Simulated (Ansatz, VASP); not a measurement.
**BeCl in VASP and in Ansatz**

```
Be Cl
1.0
     2.89285    0.00000    0.00000
     0.00000    2.89285    0.00000
     0.00000    0.00000    7.71793
Be Cl
2 2
Direct
  0.00000 0.50000 0.12870
  0.50000 0.00000 0.87130
  0.00000 0.50000 0.71072
  0.50000 0.00000 0.28928
```

Alike in both runs: functional PBEsol; k mesh 14 × 14 × 6; occupations gaussian, width 0.1 eV; no spin polarisation.

Ansatz relaxed the structure, and its values are those at the end. VASP's run is a single point on that final structure, the one shown.

```csv
,VASP,Ansatz
version,VASP 6.6.1,Ansatz 0.2.0
potentials or method,"VASP PAW PBE potentials, release 64 (Be, Cl), cutoff 520 eV","scalar-relativistic, plane waves, PAW"
valence electrons in the cell,18,18
```

Ansatz gave:

| Item | Value |
| --- | --- |
| gap on the k mesh at the Fermi level (eV) | none |
| pressure (GPa) | 0.0 |
| rms of the force components (eV/Å) | 0.002 |

Problem. What did VASP give for the same quantities?

Solution. gap on the k mesh at the Fermi level (eV): none; pressure (GPa): 0.0; rms of the force components (eV/Å): 0.007.

VASP's potentials were made for PBE, not for PBEsol. A gap of «none» marks a metal or a gap that the smearing closes. With one functional, cell and mesh, what is left measures potentials, basis and numerics.
